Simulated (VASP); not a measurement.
# MgI2 (P-3m1) in VASP: further runs

MgI2 is run at these levels: PBE, LDA; tasks: single point.

All numbers are computed with VASP 6.6.1; they aren't measurements. Logs are shortened: lines on timing, memory, paths and dates and some standing lists are left out, and cuts for length are marked.

### 1 The cell of the first run

It takes space group P-3m1 (No. 164, trigonal). Conventional cell: a = 4.140 Å, b = 4.140 Å, c = 6.880 Å, α = 90.00°, β = 90.00°, γ = 120.00°. I (site symmetry 3m) has 3 Mg at 2.94 Å within 3.9 Å. Within 3.9 Å of Mg (site symmetry -3m) lie 6 I at 2.94 Å.

### 2 Single point, PBE

File INCAR:

```
SYSTEM = MgI2
PREC = Accurate ; ENCUT = 520
EDIFF = 1E-7 ; ISMEAR = -1
SIGMA = 0.05 ; LREAL = .False.
LASPH = .True. ; NELM = 80
ALGO = Normal ; ISIF = 2
LWAVE = .False. ; LCHARG = .False.
GGA = PE ; NBANDS = 15
```

File KPOINTS:

```
regular mesh
0
Gamma
  8 8 4
  0 0 0
```

File POSCAR:

```
MgI2
1.0
    4.1400000000      0.0000000000      0.0000000000
   -2.0700000000      3.5853451717      0.0000000000
    0.0000000000      0.0000000000      6.8800000000
I Mg
2 1
Direct
    0.6666666667      0.3333333333      0.7500000000
    0.3333333333      0.6666666667      0.2500000000
    0.0000000000      0.0000000000      0.0000000000
```

Potentials or basis: VASP PAW PBE potentials, release 64 (I, Mg).

On the command line:

```console
$ cat potpaw_PBE.64/I/POTCAR potpaw_PBE.64/Mg/POTCAR > POTCAR
$ mpirun -np 1 vasp_std > vasp.out
```

OUTCAR:

```text
SYSTEM = MgI2
   PREC = Accurate
   ENCUT = 520
   EDIFF = 1E-7
   ISMEAR = -1
   LREAL = .False.
   LASPH = .True.
   NELM = 80
   ISIF = 2
   GGA = PE

 ion  position               nearest neighbor table
   1  0.667  0.333  0.750-   3 2.94   3 2.94   3 2.94
   2  0.333  0.667  0.250-   3 2.94   3 2.94   3 2.94
   3  0.000  0.000  0.000-   1 2.94   2 2.94   1 2.94   2 2.94   1 2.94   2 2.94

  LATTYP: Found a hexagonal cell.
 ALAT       =     4.1400000000
 C/A-ratio  =     1.6618357488

  Lattice vectors:

 A1 = (   4.1400000000,   0.0000000000,   0.0000000000)
 A2 = (  -2.0700000000,   3.5853451717,   0.0000000000)
 A3 = (   0.0000000000,   0.0000000000,   6.8800000000)

Analysis of symmetry for initial positions (statically):
=====================================================================
 Subroutine PRICEL returns:
 Original cell was already a primitive cell.

 Routine SETGRP: Setting up the symmetry group for a
 hexagonal supercell.

 Subroutine GETGRP returns: Found 12 space group operations
 (whereof 12 operations were pure point group operations)
 out of a pool of 24 trial point group operations.

The static configuration has the point symmetry D_3d.

Analysis of symmetry for dynamics (positions and initial velocities):
=====================================================================
 Subroutine PRICEL returns:
 Original cell was already a primitive cell.

 Routine SETGRP: Setting up the symmetry group for a
 hexagonal supercell.

 Subroutine GETGRP returns: Found 12 space group operations
 (whereof 12 operations were pure point group operations)
 out of a pool of 24 trial point group operations.

The dynamic configuration has the point symmetry D_3d.

 Subroutine INISYM returns: Found 12 space group operations
 (whereof 12 operations are pure point group operations),
 and found     1 'primitive' translations

----------------------------------------------------------------------------------------

                                     Primitive cell

  volume of cell :     102.1221

  direct lattice vectors                    reciprocal lattice vectors
     4.140000000  0.000000000  0.000000000     0.241545894  0.139456587  0.000000000
    -2.070000000  3.585345172  0.000000000     0.000000000  0.278913174  0.000000000
     0.000000000  0.000000000  6.880000000     0.000000000  0.000000000  0.145348837

  length of vectors
     4.140000000  4.140000000  6.880000000     0.278913174  0.278913174  0.145348837

  position of ions in fractional coordinates (direct lattice)
     0.666666667  0.333333333  0.750000000
     0.333333333  0.666666667  0.250000000
     0.000000000  0.000000000  0.000000000
[... 93 lines left out ...]
   ISMEAR =    -1;   SIGMA  =   0.05  broadening in eV -4-tet -1-fermi 0-gaus
   EFERMI_NEDOS =   21; number of points for ismear=-14 and -15
   IALGO  =     38    algorithm
   IMIX   =      4    mixing-type and parameters
     AMIX     =   0.40;   BMIX     =  1.00
     AMIX_MAG =   1.60;   BMIX_MAG =  1.00
  volume/ion in A,a.u.               =      34.04       229.72
  Fermi-wavevector in a.u.,A,eV,Ry     =   0.882555  1.667786 10.597613  0.778903
  Thomas-Fermi vector in A             =   2.003202
   LORBIT       =      0    0 simple, 1 ext, 2 COOP (PROOUT), +10 PAW based schemes
   GGA     = PE    functional components
   LHFCALC =     F    Hartree Fock is set to
   AEXX    =    0.0000 exact exchange contribution
   IVDW    =     0    specifies the selected vdW correction
   LEPSILON=     F    determine dielectric tensor
   LRPA    =     F    only Hartree local field effects (RPA)
 non-spin polarized calculation
  energy-cutoff  :      520.00
  volume of cell :      102.12
 maximum number of plane-waves:      2779
 NGX is ok and might be reduce to    32
   NGX = 15   NGY = 15   NGZ = 25

 number of electron      16.0000002 magnetization

 Free energy of the ion-electron system (eV)
  ---------------------------------------------------
  ext. energy  EPLUGINS =         0.00000000
  ---------------------------------------------------
  free energy    TOTEN  =        -7.68192451 eV

  energy without entropy =       -7.68192451  energy(sigma->0) =       -7.68192451

 E-fermi :   3.3938     XC(G=0):  -8.2607

 val. band max:        2.3518005343   @ k =   0.0000   0.0000   0.0000
 cond. band min:       5.8267865936   @ k =   0.5000  -0.0000   0.5000
 fundamental gap:      3.4749860594
 Fermi energy:         3.3938289005

 k-point     1 :       0.0000    0.0000    0.0000
  band No.  band energies     occupation
      1      -9.6798      2.00000
      2      -9.0020      2.00000
      3      -1.2369      2.00000
      4       1.9869      2.00000
      5       1.9869      2.00000
      6       2.3311      2.00000
      7       2.3518      2.00000
      8       2.3518      2.00000
      9       5.9784      0.00000
     10       7.2048      0.00000
     11       9.1450      0.00000
     12       9.1450      0.00000
     13       9.7692      0.00000
     14      10.5944      0.00000
[... 401 lines left out ...]
      2      -8.7808      2.00000
      3      -0.8558      2.00000
      4      -0.3517      2.00000
      5       0.3122      2.00000
      6       0.7556      2.00000
      7       1.1566      2.00000
      8       1.7957      2.00000
      9       6.6287      0.00000
     10       8.1368      0.00000
     11       9.0352      0.00000
     12       9.5497      0.00000
     13      10.0213      0.00000
     14      10.1017      0.00000
     15      11.3035      0.00000

 [... further k-points ...]

------------------------ aborting loop because EDIFF is reached ----------------------------------------

  FORCE on cell =-STRESS in cart. coord.  units (eV):
  Direction    XX          YY          ZZ          XY          YZ          ZX
  --------------------------------------------------------------------------------------
  -------------------------------------------------------------------------------------
  Total        0.4946381      0.4946381      0.1413076     -0.0000000      0.0000000      0.0000000
  in kB        7.7602985      7.7602985      2.2169529     -0.0000000      0.0000000      0.0000000
  external PRESSURE =       5.9125166 kB  Pullay stress =       0.0000000 kB

 VOLUME and BASIS-vectors are now :
 -----------------------------------------------------------------------------
  energy-cutoff  :      520.00
  volume of cell :      102.12
      direct lattice vectors                 reciprocal lattice vectors
     4.140000000  0.000000000  0.000000000     0.241545894  0.139456587  0.000000000
    -2.070000000  3.585345172  0.000000000     0.000000000  0.278913174  0.000000000
     0.000000000  0.000000000  6.880000000     0.000000000  0.000000000  0.145348837

 POSITION                                       TOTAL-FORCE (eV/Angst)
 -----------------------------------------------------------------------------------
      2.07000      1.19512      5.16000         0.000000     -0.000000      0.255149
     -0.00000      2.39023      1.72000        -0.000000      0.000000     -0.255149
      0.00000      0.00000      0.00000         0.000000      0.000000      0.000000
 -----------------------------------------------------------------------------------
    total drift:                                0.000000     -0.000000      0.000000

  FREE ENERGIE OF THE ION-ELECTRON SYSTEM (eV)
  ---------------------------------------------------
  free  energy   TOTEN  =        -7.6819245081 eV

  energy  without entropy=       -7.6819245080  energy(sigma->0) =       -7.68192451
```

OSZICAR:

```text
N       E                     dE             d eps       ncg     rms          rms(c)
DAV:   1     0.737151997710E+02    0.73715E+02   -0.58092E+03  1050   0.842E+02
DAV:   2    -0.228702102839E+01   -0.76002E+02   -0.69642E+02  1484   0.131E+02
DAV:   3    -0.774362066319E+01   -0.54566E+01   -0.54344E+01  1379   0.398E+01
DAV:   4    -0.784143823083E+01   -0.97818E-01   -0.97810E-01  1467   0.642E+00
DAV:   5    -0.784264379319E+01   -0.12056E-02   -0.12056E-02  1436   0.673E-01    0.400E+00
DAV:   6    -0.770889245377E+01    0.13375E+00   -0.11397E-01  1176   0.175E+00    0.274E+00
DAV:   7    -0.768354218897E+01    0.25350E-01   -0.11755E-01  1239   0.172E+00    0.767E-01
DAV:   8    -0.768178814140E+01    0.17540E-02   -0.72978E-03  1155   0.499E-01    0.283E-01
DAV:   9    -0.768193468474E+01   -0.14654E-03   -0.11752E-03  1386   0.203E-01    0.100E-01
DAV:  10    -0.768191911395E+01    0.15571E-04   -0.38255E-05  1323   0.427E-02    0.408E-02
DAV:  11    -0.768192341262E+01   -0.42987E-05   -0.12448E-05  1295   0.221E-02    0.211E-02
DAV:  12    -0.768192406655E+01   -0.65394E-06   -0.69339E-07  1351   0.528E-03    0.902E-03
DAV:  13    -0.768192425792E+01   -0.19137E-06   -0.73823E-08  1051   0.168E-03    0.459E-03
DAV:  14    -0.768192458195E+01   -0.32403E-06   -0.32450E-07  1134   0.360E-03    0.473E-03
DAV:  15    -0.768192450807E+01    0.73875E-07   -0.12058E-08  1050   0.723E-04
   1 F= -.76819245E+01 E0= -.76819245E+01  d E =-.914335E-10
```

It took 50 s on 1 thread of Intel Xeon Platinum 8375C at 2.90GHz (Ice Lake), shared host; peak memory 0.25 GiB.

What came out:

```
Free energy            : -7.6819 eV
Pressure               : 0.6 GPa
Largest force          : 0.255 eV/Å
Band gap on the k mesh : 3.48 eV, indirect (least direct gap 3.63 eV)
```

Forces in eV/Å, atoms in the order of the input:
```
I    0.000  0.000  0.255
I    0.000  0.000 -0.255
Mg   0.000  0.000  0.000
```

Levels at points of the mesh, in eV from the valence-band top:
```
           k point  band 5  band 6  band 7  band 8  band 9  band 10  band 11  band 12
(0.00, 0.00, 0.00)   -0.36   -0.02    0.00    0.00    3.63     4.85     6.79     6.79
(0.50, 0.00, 0.00)   -1.93   -1.29   -0.96   -0.41    3.65     5.28     5.39     6.86
(0.00, 0.00, 0.50)   -0.24   -0.24   -0.13   -0.13    4.69     4.92     6.59     6.59
(0.50, 0.00, 0.50)   -1.12   -1.08   -0.83   -0.69    3.48     5.10     5.65     5.98
```

Caveat: spin-orbit coupling is left out, which moves the levels of the heavy elements; this functional lacks dispersion, which binds the layers, so the pressure and a relaxed spacing across them are unreliable. As with any semilocal functional, this PBE gap is likely too small.

### 3 Single point, LDA

File INCAR:

```
SYSTEM = MgI2
ALGO = Normal
EDIFF = 1E-6
ENCUT = 520
GGA = CA
ISIF = 2
ISMEAR = -1
LASPH = .True.
LCHARG = .False.
LREAL = .False.
LWAVE = .False.
NBANDS = 15
NELM = 100
PREC = Accurate
SIGMA = 0.05
```

File KPOINTS:

```
k-points
0
Gamma
  8 8 4
  0 0 0
```

POSCAR is that of step 2.

Potentials or basis: VASP PAW LDA potentials, release 64 (I, Mg).

On the command line:

```console
$ cat potpaw_LDA.64/I/POTCAR potpaw_LDA.64/Mg/POTCAR > POTCAR
$ mpirun -np 1 vasp_std > vasp.out
```

Run time: 31 s. Hardware: 1 thread of Intel Xeon Platinum 8375C at 2.90GHz (Ice Lake), shared host; peak memory 0.21 GiB.

It converged, with:

| Quantity | Value |
| --- | --- |
| Free energy | -9.0469 eV |
| Pressure | -2.1 GPa |
| Largest force | 0.388 eV/Å |
| Band gap on the k mesh | 3.31 eV, indirect (least direct gap 3.38 eV) |

Forces in eV/Å, atoms in the order of the input:
```
I    0.000  0.000  0.388
I    0.000  0.000 -0.388
Mg   0.000  0.000  0.000
```

Stress tensor (GPa, compression positive):
```
-1.94  0.00  0.00
 0.00 -1.94  0.00
 0.00  0.00 -2.48
```

Levels at points of the mesh, in eV from the valence-band top:
| k point | band 4 | band 5 | band 6 | band 7 | band 8 | band 9 | band 10 | band 11 | band 12 | band 13 |
| --- | --- | --- | --- | --- | --- | --- | --- | --- | --- | --- |
| (0.00, 0.00, 0.00) | -0.37 | -0.37 | -0.02 | 0.00 | 0.00 | 3.38 | 4.68 | 6.69 | 6.69 | 7.33 |
| (0.50, 0.00, 0.00) | -2.78 | -1.96 | -1.31 | -0.98 | -0.41 | 3.50 | 5.12 | 5.25 | 6.75 | 7.66 |
| (0.00, 0.00, 0.50) | -1.64 | -0.24 | -0.24 | -0.13 | -0.13 | 4.51 | 4.74 | 6.49 | 6.49 | 7.61 |
| (0.50, 0.00, 0.50) | -3.23 | -1.13 | -1.09 | -0.85 | -0.70 | 3.31 | 4.91 | 5.55 | 5.84 | 7.56 |

Caveat: spin-orbit coupling is left out, which moves the levels of the heavy elements. A k mesh can miss the band edges.
